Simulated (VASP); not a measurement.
# FeO (Wuestite) (Fm-3m) in VASP: a series of runs

The runs below take FeO (Wuestite) through relaxation of cell and atoms, single point, with BLYP, PBE.

Everything below comes from runs of VASP 6.6.1. Logs are shortened: lines on timing, memory, paths and dates and some standing lists are left out, and cuts for length are marked.

### 1 The cell of the first run

It takes space group Fm-3m (No. 225, cubic). Conventional cell: a = 4.311 Å, b = 4.311 Å, c = 4.311 Å, α = 90.00°, β = 90.00°, γ = 90.00°. Fe (site symmetry m-3m) has 6 O at 2.16 Å within 2.9 Å. O (site symmetry m-3m) has 6 Fe at 2.16 Å within 2.9 Å.

### 2 Relaxation of cell and atoms, BLYP, collinear spin, ferromagnetic start

INCAR

```
AGGAC    = 1.0          
AGGAX    = 1.0          
ALDAC    = 0.0          
ALDAX    = 1.0          
ALGO     = Normal         # electronic algorithm
EDIFF    = 1E-6           # SCF threshold, eV
EDIFFG   = -0.02          # ionic threshold
ENCUT    = 600            # plane-wave cutoff, eV
GGA      = B5             # functional
IBRION   = 2              # ionic algorithm
ISIF     = 3              # what is computed and relaxed
ISMEAR   = -1             # smearing method
ISPIN    = 2              # spin polarisation
LASPH    = True           # aspherical terms in the spheres
LCHARG   = False          # write CHGCAR
LMAXMIX  = 4              # l up to which the mixer works
LORBIT   = 11             # projections on sites
LREAL    = False          # projectors in reciprocal space
LWAVE    = False          # write WAVECAR
MAGMOM   = 3 0            # initial moments
NELM     = 150            # most SCF steps
NSW      = 80             # ionic steps
PREC     = Accurate       # precision mode
SIGMA    = 0.05           # smearing width, eV
```

KPOINTS

```
k-points
0
Gamma
  8 8 8
```

POSCAR

```
FeO
1.0
    0.0000000000      2.1554000000      2.1554000000
    2.1554000000      0.0000000000      2.1554000000
    2.1554000000      2.1554000000      0.0000000000
Fe O
1 1
Direct
    0.0000000000      0.0000000000      0.0000000000
    0.5000000000      0.5000000000      0.5000000000
```

Potentials or basis: VASP PAW PBE potentials, release 64 (Fe, O).

Run with:

```bash
> cat potpaw_PBE.64/Fe/POTCAR potpaw_PBE.64/O/POTCAR > POTCAR
> mpirun -np 1 vasp_std > vasp.out
```

OUTCAR:

```text
EDIFF = 1E-6
   EDIFFG = -0.02
   ENCUT = 600
   GGA = B5
   IBRION = 2
   ISIF = 3
   ISMEAR = -1
   ISPIN = 2
   LASPH = True
   LORBIT = 11
   LREAL = False
   NELM = 150
   NSW = 80
   PREC = Accurate

 ion  position               nearest neighbor table
   1  0.000  0.000  0.000-   2 2.16   2 2.16   2 2.16   2 2.16   2 2.16   2 2.16
   2  0.500  0.500  0.500-   1 2.16   1 2.16   1 2.16   1 2.16   1 2.16   1 2.16

  LATTYP: Found a face centered cubic cell.
 ALAT       =     4.3108000000

  Lattice vectors:

 A1 = (   0.0000000000,   2.1554000000,   2.1554000000)
 A2 = (   2.1554000000,   0.0000000000,   2.1554000000)
 A3 = (   2.1554000000,   2.1554000000,   0.0000000000)

Analysis of symmetry for initial positions (statically):
=====================================================================
 Subroutine PRICEL returns:
 Original cell was already a primitive cell.

 Routine SETGRP: Setting up the symmetry group for a
 face centered cubic supercell.

 Subroutine GETGRP returns: Found 48 space group operations
 (whereof 48 operations were pure point group operations)
 out of a pool of 48 trial point group operations.

The static configuration has the point symmetry O_h .

Analysis of symmetry for dynamics (positions and initial velocities):
=====================================================================
 Subroutine PRICEL returns:
 Original cell was already a primitive cell.

 Routine SETGRP: Setting up the symmetry group for a
 face centered cubic supercell.

 Subroutine GETGRP returns: Found 48 space group operations
 (whereof 48 operations were pure point group operations)
 out of a pool of 48 trial point group operations.

The dynamic configuration has the point symmetry O_h .

Analysis of structural, dynamic, and magnetic symmetry:
=====================================================================
 Subroutine PRICEL returns:
 Original cell was already a primitive cell.

 Routine SETGRP: Setting up the symmetry group for a
 face centered cubic supercell.

 Subroutine GETGRP returns: Found 48 space group operations
 (whereof 48 operations were pure point group operations)
 out of a pool of 48 trial point group operations.

The overall configuration has the point symmetry O_h .

 Subroutine INISYM returns: Found 48 space group operations
 (whereof 48 operations are pure point group operations),
 and found     1 'primitive' translations

----------------------------------------------------------------------------------------

                                     Primitive cell

  volume of cell :      20.0269

  direct lattice vectors                    reciprocal lattice vectors
     0.000000000  2.155400000  2.155400000    -0.231975503  0.231975503  0.231975503
     2.155400000  0.000000000  2.155400000     0.231975503 -0.231975503  0.231975503
     2.155400000  2.155400000  0.000000000     0.231975503  0.231975503 -0.231975503

  length of vectors
     3.048195912  3.048195912  3.048195912     0.401793358  0.401793358  0.401793358

  position of ions in fractional coordinates (direct lattice)
     0.000000000  0.000000000  0.000000000
     0.500000000  0.500000000  0.500000000

  ion indices of the primitive-cell ions
   primitive index   ion index
                 1           1
                 2           2

----------------------------------------------------------------------------------------

 KPOINTS: k-points

Automatic generation of k-mesh.
 Grid dimensions read from file:
 generate k-points for:    8    8    8

 Generating k-lattice:

  Cartesian coordinates                     Fractional coordinates (reciprocal lattice)
    -0.028996938  0.028996938  0.028996938     0.125000000  0.000000000  0.000000000
     0.028996938 -0.028996938  0.028996938     0.000000000  0.125000000  0.000000000
     0.028996938  0.028996938 -0.028996938     0.000000000  0.000000000  0.125000000

  Length of vectors
     0.050224170  0.050224170  0.050224170

  Shift w.r.t. Gamma in fractional coordinates (k-lattice)
     0.000000000  0.000000000  0.000000000

 Subroutine IBZKPT returns following result:
 ===========================================

 Found     29 irreducible k-points:

 Following reciprocal coordinates:
            Coordinates               Weight
  0.000000  0.000000  0.000000      1.000000
  0.125000  0.000000  0.000000      8.000000
  0.250000  0.000000  0.000000      8.000000
  0.375000  0.000000  0.000000      8.000000
  0.500000  0.000000  0.000000      4.000000
  0.125000  0.125000  0.000000      6.000000
[... 16 lines left out ...]
  0.500000  0.250000  0.125000     48.000000
 -0.375000  0.250000  0.125000     24.000000
 [... further k-points ...]
   k-points           NKPTS =     29   k-points in BZ     NKDIM =     29   number of bands    NBANDS=     13
   number of dos      NEDOS =    301   number of ions     NIONS =      2
   total plane-waves  NPLWV =  13824
   dimension x,y,z NGX =    24 NGY =   24 NGZ =   24
   dimension x,y,z NGXF=    48 NGYF=   48 NGZF=   48
   ions per type =               1   1
   NGX,Y,Z   is equivalent  to a cutoff of  13.09, 13.09, 13.09 a.u.
   NGXF,Y,Z  is equivalent  to a cutoff of  26.18, 26.18, 26.18 a.u.
 SYSTEM =  unknown system
   PREC   = accura    normal or accurate (medium, high low for compatibility)
   ISTART =      0    job   : 0-new  1-cont  2-samecut
   ICHARG =      2    charge: 1-file 2-atom 10-const
   ISPIN  =      2    spin polarized calculation?
   LNONCOLLINEAR =      F non collinear calculations
   LSORBIT =      F    spin-orbit coupling
   LASPH  =      T    aspherical Exc in radial PAW
   ENCUT  =  600.0 eV  44.10 Ry    6.64 a.u.   6.09  6.09  6.09*2*pi/ulx,y,z
   NELM   =    150;   NELMIN=  2; NELMDL= -5     # of ELM steps
   EDIFF  = 0.1E-05   stopping-criterion for ELM
   LREAL  =      F    real-space projection
   EDIFFG = -.2E-01   stopping-criterion for IOM
   NSW    =     80    number of steps for IOM
   IBRION =      2    ionic relax: 0-MD 1-quasi-New 2-CG
   NFREE  =      1    steps in history (QN), initial steepest desc. (CG)
   ISIF   =      3    stress and relaxation
   ISYM   =      2    0-nonsym 1-usesym 2-fastsym
   POTIM  = 0.5000    time-step for ionic-motion
   TEBEG  =    0.0;   TEEND  =   0.0 temperature during run
   PSTRESS=    0.0 pullay stress
   NELECT =      14.0000    total number of electrons
   NUPDOWN=      -1.0000    fix difference up-down
   EMIN   =  10.00;   EMAX   =-10.00  energy-range for DOS
   EFERMI =   0.00;   METHOD = LEGACY
   ISMEAR =    -1;   SIGMA  =   0.05  broadening in eV -4-tet -1-fermi 0-gaus
   EFERMI_NEDOS =   21; number of points for ismear=-14 and -15
   IALGO  =     38    algorithm
   IMIX   =      4    mixing-type and parameters
     AMIX     =   0.40;   BMIX     =  1.00
     AMIX_MAG =   1.60;   BMIX_MAG =  1.00
  volume/ion in A,a.u.               =      10.01        67.57
  Fermi-wavevector in a.u.,A,eV,Ry     =   1.452935  2.745650 28.722187  2.111021
  Thomas-Fermi vector in A             =   2.570260
   LORBIT       =     11    0 simple, 1 ext, 2 COOP (PROOUT), +10 PAW based schemes
   GGA     = B5    functional components
   LHFCALC =     F    Hartree Fock is set to
   AEXX    =    0.0000 exact exchange contribution
   IVDW    =     0    specifies the selected vdW correction
   LEPSILON=     F    determine dielectric tensor
   LRPA    =     F    only Hartree local field effects (RPA)
 conjugate gradient relaxation of ions
 spin polarized calculation
  energy-cutoff  :      600.00
  volume of cell :       20.03
 maximum number of plane-waves:       692
   NGX = 13   NGY = 13   NGZ = 13

--------------------------------------- Ionic step        1  -------------------------------------------

 number of electron      13.9999999 magnetization       3.9986147

 Free energy of the ion-electron system (eV)
  ---------------------------------------------------
  ext. energy  EPLUGINS =         0.00000000
  ---------------------------------------------------
  free energy    TOTEN  =       -13.87774507 eV

  energy without entropy =      -13.86358412  energy(sigma->0) =      -13.87066459

------------------------ aborting loop because EDIFF is reached ----------------------------------------

  FORCE on cell =-STRESS in cart. coord.  units (eV):
  Direction    XX          YY          ZZ          XY          YZ          ZX
  --------------------------------------------------------------------------------------
  -------------------------------------------------------------------------------------
  Total        0.8568283      0.8568283      0.8568283     -0.0000000     -0.0000000      0.0000000
  in kB       68.5473653     68.5473653     68.5473653     -0.0000000     -0.0000000      0.0000000
  external PRESSURE =      68.5473653 kB  Pullay stress =       0.0000000 kB
[... 57 lines left out ...]
  energy  without entropy=      -13.8725537216  energy(sigma->0) =      -13.88015162

--------------------------------------- Ionic step        3  -------------------------------------------

 number of electron      14.0000003 magnetization       3.9999434

 Free energy of the ion-electron system (eV)
  ---------------------------------------------------
  ext. energy  EPLUGINS =         0.00000000
  ---------------------------------------------------
  free energy    TOTEN  =       -13.89381380 eV

  energy without entropy =      -13.87906784  energy(sigma->0) =      -13.88644082

 E-fermi :   6.0738     XC(G=0): -11.3733

 val. band max:        6.0652712007   @ k =  -0.3750   0.2500   0.0000
 cond. band min:       6.0792931152   @ k =  -0.2500   0.3750   0.1250
 fundamental gap:      0.0140219145
 Fermi energy:         6.0737960525

 spin component 1

 k-point     1 :       0.0000    0.0000    0.0000
  band No.  band energies     occupation
      1     -14.1654      1.00000
      2       2.3978      1.00000
      3       2.3978      1.00000
      4       2.3978      1.00000
      5       2.4640      1.00000
      6       2.4640      1.00000
      7       2.4640      1.00000
      8       2.5817      1.00000
      9       2.5817      1.00000
     10       6.3614      0.00317
     11      22.1995      0.00000
     12      23.2154      0.00000
     13      23.2154      0.00000
[... 353 lines left out ...]
 k-point    24 :      -0.3750    0.2500    0.1250
  band No.  band energies     occupation
      1     -13.0750      1.00000
      2      -1.4712      1.00000
      3      -0.2360      1.00000
      4      -0.0321      1.00000
      5       2.9687      1.00000
      6       3.1269      1.00000
      7       3.5493      1.00000
      8       4.4848      1.00000
      9       5.1811      1.00000
     10      12.6202      0.00000
     11      13.9153      0.00000
     12      16.4089      0.00000
     13      19.1008      0.00000

 [... further k-points ...]

 spin component 2

 k-point     1 :       0.0000    0.0000    0.0000
  band No.  band energies     occupation
      1     -13.6334      1.00000
      2       3.0287      1.00000
      3       3.0287      1.00000
      4       3.0287      1.00000
      5       5.3825      1.00000
      6       5.3827      1.00000
      7       5.3827      1.00000
      8       6.2531      0.02696
      9       6.2534      0.02679
     10       7.0799      0.00000
     11      22.1760      0.00000
     12      24.0120      0.00000
     13      24.0120      0.00000
[... 397 lines left out ...]
  FREE ENERGIE OF THE ION-ELECTRON SYSTEM (eV)
  ---------------------------------------------------
  free  energy   TOTEN  =       -13.8938138046 eV

  energy  without entropy=      -13.8790678372  energy(sigma->0) =      -13.88644082

 reached required accuracy - stopping structural energy minimisation

 total charge

# of ion       s       p       d       tot
------------------------------------------
    1        0.274   0.326   6.098   6.699
    2        1.545   3.442   0.000   4.988
--------------------------------------------------
tot          1.819   3.769   6.098  11.686

 magnetization (x)

# of ion       s       p       d       tot
------------------------------------------
    1        0.022   0.017   3.562   3.600
    2        0.029   0.286   0.000   0.315
--------------------------------------------------
tot          0.052   0.302   3.562   3.915
```

Wall time 93 s (1 thread of Intel Xeon 8259CL, shared host); peak memory 0.16 GiB.

Results:

* Free energy: -13.8938 eV
* Relaxed volume: 10.40 Å³/atom
* Relaxed cell: a = 3.087 Å, b = 3.087 Å, c = 3.087 Å, α = 60.00°, β = 60.00°, γ = 60.00°
* Space group after relaxing (to 0.05 Å): Fm-3m (No. 225)
* Energy gained by relaxing: 8.0 meV/atom
* Ionic steps: 3
* Pressure after relaxing: -0.1 GPa
* Band gap on the k mesh: zero (filled and empty bands overlap)
* Net moment: 4.00 μB per cell
* Site moments: Fe +3.60; O +0.32 μB
* Valence electrons inside the program's atomic spheres: Fe 6.70; O 4.99

The path:
```csv
step,energy change (eV),largest force (eV/Å),pressure (GPa),volume (Å³)
1,0.0000,0.0000,6.85,20.03
2,-0.0100,0.0000,-3.81,21.29
3,-0.0161,0.0000,-0.05,20.80
```

Final structure:
```xyz
2
Lattice="0.0000 2.1828 2.1828 2.1828 0.0000 2.1828 2.1828 2.1828 0.0000" Properties=species:S:1:pos:R:3 pbc="T T T"
Fe    0.0000    0.0000    0.0000
O     2.1828    2.1828    2.1828
```

Caveat: the PAW data sets were made with another functional, which shifts forces and pressure a little; a cell with one magnetic atom can't hold antiferromagnetic order, which such compounds often take; semilocal functionals often make such compounds metallic where correlation or magnetic order opens a gap, which also shifts bond lengths. With open d or f shells a metallic result of BLYP can be an artefact of self-interaction; +U or a hybrid may open a gap.

### 3 Single point, PBE

INCAR

```
PREC     = Accurate       # precision mode
ENCUT    = 600            # plane-wave cutoff, eV
EDIFF    = 1E-6           # SCF threshold, eV
ISMEAR   = -1             # smearing method
SIGMA    = 0.05           # smearing width, eV
LREAL    = False          # projectors in reciprocal space
LASPH    = True           # aspherical terms in the spheres
NELM     = 120            # most SCF steps
ALGO     = Normal         # electronic algorithm
ISIF     = 2              # what is computed and relaxed
LWAVE    = False          # write WAVECAR
LCHARG   = False          # write CHGCAR
GGA      = PE             # functional
NBANDS   = 18             # bands
GGA_COMPAT= False
```

KPOINTS

```
regular mesh
0
Gamma
  11 11 11
```

POSCAR is that of step 2.

Potentials or basis: VASP PAW PBE potentials, release 64 (Fe_sv, O).

Run with:

```bash
> cat potpaw_PBE.64/Fe_sv/POTCAR potpaw_PBE.64/O/POTCAR > POTCAR
> mpirun -np 1 vasp_std > vasp.out
```

Run time: 22 s. Hardware: 1 thread of AMD EPYC 9R45 (Zen 5), shared host; peak memory 0.11 GiB.

The run converged. Its results:

* Free energy: -13.6314 eV
* Pressure: -27.9 GPa
* Band gap on the k mesh: zero (band 11 reaches 9.14 eV, above the bottom of band 12 at 8.32 eV)

Levels at points of the mesh, in eV from the Fermi level:
```tsv
k point	band 8	band 9	band 10	band 11	band 12	band 13	band 14	band 15
(0.00, 0.00, 0.00)	-3.67	-1.28	-1.28	-1.28	-0.79	-0.79	0.95	16.04
```

Caveat: the run has no spin polarisation, though such a crystal can be magnetic; semilocal functionals often make such compounds metallic where correlation or magnetic order opens a gap, which also shifts bond lengths.
